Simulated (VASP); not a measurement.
Wanted: the native input for a VASP 6.6.1 run.

- Task: G0W0 quasiparticle levels
- Functional: HSE06
- Potentials or basis: VASP PAW PBE potentials, release 64 (Mg_GW, O_GW)
- Cutoff: 500 eV
- k mesh: 4 × 4 × 4
- Occupations: gaussian, width 0.01 eV
- Spin: no spin polarisation
- Dipole correction: no
- GW scheme: G0W0
- GW iterations: 1
- Cutoff of the response function: 150
- Frequency points: 96
- Empty bands: 120
- Grid for exact exchange (PRECFOCK): Fast
- Mended: yes
- Further INCAR settings: ALGO = EVGW0; EDIFF = 1e-08; NBANDS = 124
- Share of exact exchange: 0.25
- Screening parameter: 0.2 1/Å

The system is MgO.

```
Mg O
1.0
     2.62335    0.00000    0.00000
     0.00000    2.62335    0.00000
     0.00000    0.00000    2.62335
Mg O
1 1
Direct
  0.00000 0.00000 0.00000
  0.50000 0.50000 0.50000
```

One way to write it, as run:

POSCAR

```
MgO
1.0
    2.6233491285      0.0000000000      0.0000000000
    0.0000000000      2.6233491285      0.0000000000
    0.0000000000      0.0000000000      2.6233491285
Mg O
1 1
Direct
    0.0000000000      0.0000000000      0.0000000000
    0.5000000000      0.5000000000      0.5000000000
```

INCAR.step1

```
PREC = Accurate
ENCUT = 500
EDIFF = 1E-5
ISMEAR = 0
SIGMA = 0.02
LREAL = F
LASPH = T
NELM = 60
ALGO = Normal
ISIF = 2
LWAVE = T
LCHARG = F
GGA = PE
```

INCAR.step2

```
PREC = Accurate
ENCUT = 500
EDIFF = 1E-8
ISMEAR = 0
SIGMA = 0.01
LREAL = F
LASPH = T
NELM = 60
ALGO = Normal
LWAVE = T
LCHARG = F
GGA = PE
LHFCALC = T
HFSCREEN = 0.2
PRECFOCK = Fast
ISTART = 1
```

INCAR.step3

```
PREC = Accurate
ENCUT = 500
EDIFF = 1E-8
ISMEAR = 0
SIGMA = 0.01
LREAL = F
LASPH = T
NELM = 1
ALGO = Exact
LWAVE = T
LCHARG = F
GGA = PE
LHFCALC = T
HFSCREEN = 0.2
PRECFOCK = Fast
ISTART = 1
NBANDS = 124
LOPTICS = T
```

INCAR.step4

```
PREC = Accurate
ENCUT = 500
EDIFF = 1E-8
ISMEAR = 0
SIGMA = 0.01
LREAL = F
LASPH = T
ALGO = EVGW0
LWAVE = F
LCHARG = F
GGA = PE
LHFCALC = T
HFSCREEN = 0.2
PRECFOCK = Fast
ISTART = 1
NELMGW = 1
NBANDS = 124
ENCUTGW = 150.0
NOMEGA = 96
NBANDSGW = 12
OMEGAMAX = 30
```

KPOINTS

```
regular mesh
0
Gamma
  4 4 4
```

Potentials or basis: VASP PAW PBE potentials, release 64 (Mg_GW, O_GW).

Command:

```bash
$ cat potpaw_PBE.64/Mg_GW/POTCAR potpaw_PBE.64/O_GW/POTCAR > POTCAR
$ cp INCAR.step1 INCAR
$ mpirun -np 1 vasp_std > vasp.out
$ cp INCAR.step2 INCAR
$ mpirun -np 1 vasp_std > vasp.out
$ cp INCAR.step3 INCAR
$ mpirun -np 1 vasp_std > vasp.out
$ cp INCAR.step4 INCAR
$ mpirun -np 1 vasp_std > vasp.out
```

It gave:

```
Quasiparticle gap                                   : 5.40 eV
Least direct quasiparticle gap                      : 6.61 eV
Band gap of the starting levels on the mesh         : 4.18 eV
Least direct gap of the starting levels on the mesh : 5.29 eV
```

Caveat: the k points lie up to 0.60 Å⁻¹ apart; bands, screening cutoff and mesh are small and nothing is extrapolated, so the quasiparticle values aren't converged.

Wall time 110 s on 1 thread of Intel(R) Xeon(R) 6975P-C (Granite Rapids) (shared host), peak memory 0.32 GiB.
